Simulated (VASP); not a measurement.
# Si3N4 (P6_3/m) in VASP: notebook

The runs below take Si3N4 through single point, with PBE, r2SCAN.

All numbers are computed with VASP 6.6.1; they aren't measurements. Logs are shortened: lines on timing, memory, paths and dates and some standing lists are left out, and cuts for length are marked.

### 1 The cell of the first run

The structure is hexagonal, space group P6_3/m (No. 176). The conventional cell has a = 7.530 Å, b = 7.530 Å, c = 2.918 Å, α = 90.00°, β = 90.00°, γ = 120.00°. Within 2.3 Å of Si (site symmetry m) lie 4 N at 1.72 to 1.73 Å. Within 2.3 Å of N (site symmetry -6) lie 3 Si at 1.72 Å. Within 2.3 Å of N (site symmetry m) lie 3 Si at 1.72 to 1.73 Å.

### 2 Single point, PBE (epitaxial xy strain -1.0%)

File INCAR:

```
PREC = Accurate
ENCUT = 520
EDIFF = 1E-6
ISMEAR = -1
SIGMA = 0.02
LREAL = F
LASPH = T
NELM = 60
ALGO = Normal
ISIF = 2
LWAVE = F
LCHARG = F
GGA = PE
NBANDS = 45
```

File KPOINTS:

```
Automatic mesh
0
Gamma
  6 6 8
```

File POSCAR:

```
Si3N4
1.0
    7.5296074153      0.0000000000      0.0000000000
   -3.7648037076      6.5208313022      0.0000000000
    0.0000000000      0.0000000000      2.9180195049
Si N
6 8
Direct
    0.2314122550      0.8259085857      0.7500000000
    0.4055036693      0.2314122550      0.2500000000
    0.8259085857      0.5944963307      0.2500000000
    0.1740914143      0.4055036693      0.7500000000
    0.5944963307      0.7685877450      0.7500000000
    0.7685877450      0.1740914143      0.2500000000
    0.3333333333      0.6666666667      0.7500000000
    0.6666666667      0.3333333333      0.2500000000
    0.9687320067      0.6699322031      0.7500000000
    0.2987998036      0.9687320067      0.2500000000
    0.6699322031      0.7012001964      0.2500000000
    0.3300677969      0.2987998036      0.7500000000
    0.0312679933      0.3300677969      0.2500000000
    0.7012001964      0.0312679933      0.7500000000
```

Potentials or basis: VASP PAW PBE potentials, release 64 (Si, N).

Started as:

```
$ cat potpaw_PBE.64/Si/POTCAR potpaw_PBE.64/N/POTCAR > POTCAR
$ mpirun -np 1 vasp_std > vasp.out
```

OUTCAR:

```text
PREC = Accurate
   ENCUT = 520
   EDIFF = 1E-6
   ISMEAR = -1
   LREAL = F
   LASPH = T
   NELM = 60
   ISIF = 2
   GGA = PE

 ion  position               nearest neighbor table
   1  0.231  0.826  0.750-   7 1.72   9 1.72  10 1.73  10 1.73   5 2.97   4 2.97   2 3.03   2 3.03
                             3 3.03   3 3.03
   2  0.406  0.231  0.250-   8 1.72  10 1.72  12 1.73  12 1.73   6 2.97   3 2.97   4 3.03   4 3.03
                             1 3.03   1 3.03
   3  0.826  0.594  0.250-   8 1.72  11 1.72   9 1.73   9 1.73   6 2.97   2 2.97   5 3.03   5 3.03
                             1 3.03   1 3.03
   4  0.174  0.406  0.750-   7 1.72  12 1.72  13 1.73  13 1.73   1 2.97   5 2.97   2 3.03   2 3.03
                             6 3.03   6 3.03
   5  0.594  0.769  0.750-   7 1.72  14 1.72  11 1.73  11 1.73   1 2.97   4 2.97   3 3.03   3 3.03
                             6 3.03   6 3.03
   6  0.769  0.174  0.250-   8 1.72  13 1.72  14 1.73  14 1.73   2 2.97   3 2.97   5 3.03   5 3.03
                             4 3.03   4 3.03
   7  0.333  0.667  0.750-   1 1.72   4 1.72   5 1.72
   8  0.667  0.333  0.250-   6 1.72   3 1.72   2 1.72
   9  0.969  0.670  0.750-   1 1.72   3 1.73   3 1.73
  10  0.299  0.969  0.250-   2 1.72   1 1.73   1 1.73
  11  0.670  0.701  0.250-   3 1.72   5 1.73   5 1.73
  12  0.330  0.299  0.750-   4 1.72   2 1.73   2 1.73
  13  0.031  0.330  0.250-   6 1.72   4 1.73   4 1.73
  14  0.701  0.031  0.750-   5 1.72   6 1.73   6 1.73

  LATTYP: Found a hexagonal cell.
 ALAT       =     7.5296074153
 C/A-ratio  =     0.3875393953

  Lattice vectors:

 A1 = (   7.5296074153,   0.0000000000,   0.0000000000)
 A2 = (  -3.7648037076,   6.5208313022,   0.0000000000)
 A3 = (   0.0000000000,   0.0000000000,   2.9180195049)

Analysis of symmetry for initial positions (statically):
=====================================================================
 Subroutine PRICEL returns:
 Original cell was already a primitive cell.

 Routine SETGRP: Setting up the symmetry group for a
 hexagonal supercell.

 Subroutine GETGRP returns: Found 12 space group operations
 (whereof  6 operations were pure point group operations)
 out of a pool of 24 trial point group operations.

The static configuration has the point symmetry S_6 .
 The point group associated with its full space group is C_6h.

Analysis of symmetry for dynamics (positions and initial velocities):
=====================================================================
 Subroutine PRICEL returns:
 Original cell was already a primitive cell.

 Routine SETGRP: Setting up the symmetry group for a
 hexagonal supercell.

 Subroutine GETGRP returns: Found 12 space group operations
 (whereof  6 operations were pure point group operations)
 out of a pool of 24 trial point group operations.

The dynamic configuration has the point symmetry S_6 .
 The point group associated with its full space group is C_6h.

 Subroutine INISYM returns: Found 12 space group operations
 (whereof  6 operations are pure point group operations),
 and found     1 'primitive' translations

----------------------------------------------------------------------------------------

                                     Primitive cell

  volume of cell :     143.2727

  direct lattice vectors                    reciprocal lattice vectors
     7.529607415  0.000000000  0.000000000     0.132809049  0.076677340  0.000000000
    -3.764803708  6.520831302  0.000000000     0.000000000  0.153354680  0.000000000
     0.000000000  0.000000000  2.918019505     0.000000000  0.000000000  0.342698189

  length of vectors
     7.529607415  7.529607415  2.918019505     0.153354680  0.153354680  0.342698189

  position of ions in fractional coordinates (direct lattice)
     0.231412255  0.825908586  0.750000000
     0.405503669  0.231412255  0.250000000
     0.825908586  0.594496331  0.250000000
     0.174091414  0.405503669  0.750000000
     0.594496331  0.768587745  0.750000000
     0.768587745  0.174091414  0.250000000
     0.333333333  0.666666667  0.750000000
     0.666666667  0.333333333  0.250000000
     0.968732007  0.669932203  0.750000000
     0.298799804  0.968732007  0.250000000
     0.669932203  0.701200196  0.250000000
     0.330067797  0.298799804  0.750000000
     0.031267993  0.330067797  0.250000000
     0.701200196  0.031267993  0.750000000

  ion indices of the primitive-cell ions
   primitive index   ion index
                 1           1
                 2           2
                 3           3
                 4           4
                 5           5
                 6           6
                 7           7
                 8           8
                 9           9
                10          10
                11          11
                12          12
                13          13
                14          14

----------------------------------------------------------------------------------------

 KPOINTS: Automatic mesh

Automatic generation of k-mesh.
 Grid dimensions read from file:
 generate k-points for:    6    6    8

 Generating k-lattice:

  Cartesian coordinates                     Fractional coordinates (reciprocal lattice)
     0.022134841  0.012779557  0.000000000     0.166666667  0.000000000  0.000000000
     0.000000000  0.025559113  0.000000000     0.000000000  0.166666667  0.000000000
     0.000000000  0.000000000  0.042837274     0.000000000  0.000000000  0.125000000

  Length of vectors
     0.025559113  0.025559113  0.042837274

  Shift w.r.t. Gamma in fractional coordinates (k-lattice)
     0.000000000  0.000000000  0.000000000

 Subroutine IBZKPT returns following result:
 ===========================================

 Found     40 irreducible k-points:

 Following reciprocal coordinates:
            Coordinates               Weight
  0.000000  0.000000  0.000000      1.000000
  0.166667  0.000000  0.000000      6.000000
  0.333333  0.000000  0.000000      6.000000
  0.500000  0.000000  0.000000      3.000000
  0.166667  0.166667  0.000000      6.000000
  0.333333  0.166667  0.000000      6.000000
[... 16 lines left out ...]
 -0.333333  0.500000 -0.250000     12.000000
  0.333333  0.333333  0.250000      4.000000
 [... further k-points ...]
   k-points           NKPTS =     40   k-points in BZ     NKDIM =     40   number of bands    NBANDS=     45
   number of dos      NEDOS =    301   number of ions     NIONS =     14
   total plane-waves  NPLWV =  75264
   dimension x,y,z NGX =    56 NGY =   56 NGZ =   24
   dimension x,y,z NGXF=   112 NGYF=  112 NGZF=   48
   ions per type =               6   8
   NGX,Y,Z   is equivalent  to a cutoff of  12.36, 12.36, 13.67 a.u.
   NGXF,Y,Z  is equivalent  to a cutoff of  24.73, 24.73, 27.35 a.u.
 SYSTEM =  unknown system
   PREC   = accura    normal or accurate (medium, high low for compatibility)
   ISTART =      0    job   : 0-new  1-cont  2-samecut
   ICHARG =      2    charge: 1-file 2-atom 10-const
   ISPIN  =      1    spin polarized calculation?
   LNONCOLLINEAR =      F non collinear calculations
   LSORBIT =      F    spin-orbit coupling
   LASPH  =      T    aspherical Exc in radial PAW
   ENCUT  =  520.0 eV  38.22 Ry    6.18 a.u.  14.00 14.00  5.43*2*pi/ulx,y,z
   NELM   =     60;   NELMIN=  2; NELMDL= -5     # of ELM steps
   EDIFF  = 0.1E-05   stopping-criterion for ELM
   LREAL  =      F    real-space projection
[... 7 lines left out ...]
   TEBEG  =    0.0;   TEEND  =   0.0 temperature during run
   PSTRESS=    0.0 pullay stress
   NELECT =      64.0000    total number of electrons
   NUPDOWN=      -1.0000    fix difference up-down
   EMIN   =  10.00;   EMAX   =-10.00  energy-range for DOS
   EFERMI =   0.00;   METHOD = LEGACY
   ISMEAR =    -1;   SIGMA  =   0.02  broadening in eV -4-tet -1-fermi 0-gaus
   EFERMI_NEDOS =   21; number of points for ismear=-14 and -15
   IALGO  =     38    algorithm
   IMIX   =      4    mixing-type and parameters
     AMIX     =   0.40;   BMIX     =  1.00
     AMIX_MAG =   1.60;   BMIX_MAG =  1.00
  volume/ion in A,a.u.               =      10.23        69.06
  Fermi-wavevector in a.u.,A,eV,Ry     =   1.251450  2.364898 21.308468  1.566128
  Thomas-Fermi vector in A             =   2.385397
   LORBIT       =      0    0 simple, 1 ext, 2 COOP (PROOUT), +10 PAW based schemes
   GGA     = PE    functional components
   LHFCALC =     F    Hartree Fock is set to
   AEXX    =    0.0000 exact exchange contribution
   IVDW    =     0    specifies the selected vdW correction
   LEPSILON=     F    determine dielectric tensor
   LRPA    =     F    only Hartree local field effects (RPA)
 non-spin polarized calculation
  energy-cutoff  :      520.00
  volume of cell :      143.27
 maximum number of plane-waves:      3893
   NGX = 29   NGY = 29   NGZ = 11

 number of electron      63.9999990 magnetization

 Free energy of the ion-electron system (eV)
  ---------------------------------------------------
  ext. energy  EPLUGINS =         0.00000000
  ---------------------------------------------------
  free energy    TOTEN  =      -114.36268339 eV

  energy without entropy =     -114.36268339  energy(sigma->0) =     -114.36268339

 E-fermi :   7.3374     XC(G=0): -10.8828

 val. band max:        6.9442951150   @ k =   0.0000   0.0000   0.1250
 cond. band min:      11.1168591071   @ k =   0.0000   0.0000   0.0000
 fundamental gap:      4.1725639921
 Fermi energy:         7.3374467779

 k-point     1 :       0.0000    0.0000    0.0000
  band No.  band energies     occupation
      1     -11.3939      2.00000
      2      -9.8842      2.00000
      3      -9.8842      2.00000
      4      -9.2459      2.00000
      5      -9.0938      2.00000
      6      -9.0938      2.00000
[... 36 lines left out ...]
     43      15.6664      0.00000
     44      16.6133      0.00000

 k-point     2 :       0.1667    0.0000    0.0000
  band No.  band energies     occupation
      1     -11.3320      2.00000
      2     -10.0512      2.00000
      3      -9.9393      2.00000
      4      -9.5131      2.00000
      5      -8.9823      2.00000
      6      -8.6761      2.00000
[... 36 lines left out ...]
     43      15.6323      0.00000
     44      16.1898      0.00000

 k-point     3 :       0.3333    0.0000    0.0000
  band No.  band energies     occupation
      1     -11.1507      2.00000
      2     -10.4442      2.00000
      3     -10.0255      2.00000
      4      -9.6086      2.00000
      5      -8.7578      2.00000
      6      -8.2831      2.00000
[... 36 lines left out ...]
     43      15.3640      0.00000
     44      15.7340      0.00000

 k-point     4 :       0.5000    0.0000    0.0000
  band No.  band energies     occupation
      1     -10.9240      2.00000
      2     -10.7604      2.00000
      3     -10.0612      2.00000
      4      -9.6281      2.00000
      5      -8.6295      2.00000
      6      -8.1476      2.00000
[... 882 lines left out ...]
     43      15.1515      0.00000
     44      15.4190      0.00000

 k-point    23 :      -0.3333    0.5000   -0.2500
  band No.  band energies     occupation
      1     -10.2844      2.00000
      2      -9.9277      2.00000
      3      -9.6254      2.00000
      4      -8.8502      2.00000
      5      -8.3353      2.00000
      6      -7.7837      2.00000
[... 36 lines left out ...]
     43      15.1357      0.00000
     44      15.4467      0.00000

 k-point    24 :       0.3333    0.3333    0.2500
  band No.  band energies     occupation
      1     -10.0628      2.00000
      2     -10.0628      2.00000
      3      -9.8326      2.00000
      4      -8.5518      2.00000
      5      -8.5518      2.00000
      6      -7.7803      2.00000
[... 36 lines left out ...]
     43      15.2045      0.00000
     44      15.2045      0.00000

 [... further k-points ...]

 [bands above 44 left out]

------------------------ aborting loop because EDIFF is reached ----------------------------------------

  FORCE on cell =-STRESS in cart. coord.  units (eV):
  Direction    XX          YY          ZZ          XY          YZ          ZX
  --------------------------------------------------------------------------------------
  -------------------------------------------------------------------------------------
  Total       10.0555559     10.0555559      5.0942637     -0.0000001     -0.0000000      0.0000000
  in kB      112.4483731    112.4483731     56.9676774     -0.0000006     -0.0000000      0.0000000
  external PRESSURE =      93.9548079 kB  Pullay stress =       0.0000000 kB

 VOLUME and BASIS-vectors are now :
 -----------------------------------------------------------------------------
  energy-cutoff  :      520.00
  volume of cell :      143.27
      direct lattice vectors                 reciprocal lattice vectors
     7.529607415  0.000000000  0.000000000     0.132809049  0.076677340  0.000000000
    -3.764803708  6.520831302  0.000000000     0.000000000  0.153354680  0.000000000
     0.000000000  0.000000000  2.918019505     0.000000000  0.000000000  0.342698189

 POSITION                                       TOTAL-FORCE (eV/Angst)
 -----------------------------------------------------------------------------------
     -1.36694      5.38561      2.18851         0.030298      0.050446      0.000000
      2.18206      1.50900      0.72950        -0.028538      0.051462     -0.000000
      3.98061      3.87661      0.72950         0.058837     -0.001016     -0.000000
     -0.21580      2.64422      2.18851        -0.058837      0.001016      0.000000
      1.58274      5.01183      2.18851         0.028538     -0.051462      0.000000
      5.13174      1.13522      0.72950        -0.030298     -0.050446      0.000000
     -0.00000      4.34722      2.18851         0.000000     -0.000000     -0.000000
      3.76480      2.17361      0.72950         0.000000     -0.000000     -0.000000
      4.77201      4.36851      2.18851         0.017830      0.020336     -0.000000
     -1.39724      6.31694      0.72950        -0.008697      0.025610     -0.000000
      2.40445      4.57241      0.72950         0.026527     -0.005273      0.000000
      1.36036      1.94842      2.18851        -0.026527      0.005273     -0.000000
     -1.00720      2.15232      0.72950        -0.017830     -0.020336      0.000000
      5.16204      0.20389      2.18851         0.008697     -0.025610     -0.000000
 -----------------------------------------------------------------------------------
    total drift:                                0.000000      0.000000      0.000000

  FREE ENERGIE OF THE ION-ELECTRON SYSTEM (eV)
  ---------------------------------------------------
  free  energy   TOTEN  =      -114.3626833861 eV

  energy  without entropy=     -114.3626833861  energy(sigma->0) =     -114.36268339
```

It took 2.1 min on 1 thread of Intel Xeon 6975P-C (Granite Rapids), shared host; peak memory 0.37 GiB.

Results:

```
Free energy            : -114.3627 eV
Pressure               : 9.4 GPa
Largest force          : 0.059 eV/Å
Band gap on the k mesh : 4.17 eV (least direct gap 4.44 eV)
```

Forces on the atoms (eV/Å):
```
Si   0.030  0.050  0.000
Si  -0.029  0.051  0.000
Si   0.059 -0.001  0.000
Si  -0.059  0.001  0.000
Si   0.029 -0.051  0.000
Si  -0.030 -0.050  0.000
N    0.000  0.000  0.000
N    0.000  0.000  0.000
N    0.018  0.020  0.000
N   -0.009  0.026  0.000
N    0.027 -0.005  0.000
N   -0.027  0.005  0.000
N   -0.018 -0.020  0.000
N    0.009 -0.026  0.000
```

Stress tensor (GPa, compression positive):
```
11.24  0.00  0.00
 0.00 11.24  0.00
 0.00  0.00  5.70
```

Caveat: the cell differs from its parent crystal (epitaxial xy strain -1.0%); the cell stands under pressure. A k mesh can miss the band edges.

(Part 1 of 2 ends here.)
